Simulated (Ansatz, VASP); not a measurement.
# One calculation of Ge4F, two programs

```
CELL_PARAMETERS angstrom
4.03036 0.00000 0.00000
0.00000 4.03036 0.00000
0.00000 0.00000 21.64166
ATOMIC_POSITIONS crystal
Ge 0.00000 0.50000 0.18483
Ge 0.00000 0.00000 0.25067
Ge 0.50000 0.00000 0.31966
Ge 0.50000 0.50000 0.38544
F 0.87500 0.75000 0.53793
```

Alike in both runs: task single point; functional PBE; dispersion D3(BJ); k mesh 7 × 7 × 1; occupations gaussian, width 0.1 eV; no spin polarisation.

|  | VASP | Ansatz |
| --- | --- | --- |
| version | VASP 6.6.1 | Ansatz 0.2.0 |
| potentials or method | VASP PAW PBE potentials, release 64 (Ge_d, F), cutoff 520 eV | scalar-relativistic, plane waves, PAW |
| valence electrons in the cell | 63 | 63 |

```csv
,VASP,Ansatz,Ansatz less VASP
gap on the k mesh at the Fermi level (eV),none,none,-
rms of the force components (eV/Å),0.223,0.223,+0.0001
```

Atom by atom the forces differ by 0.002 eV/Å (rms over components). A gap of «none» marks a metal or a gap that the smearing closes.
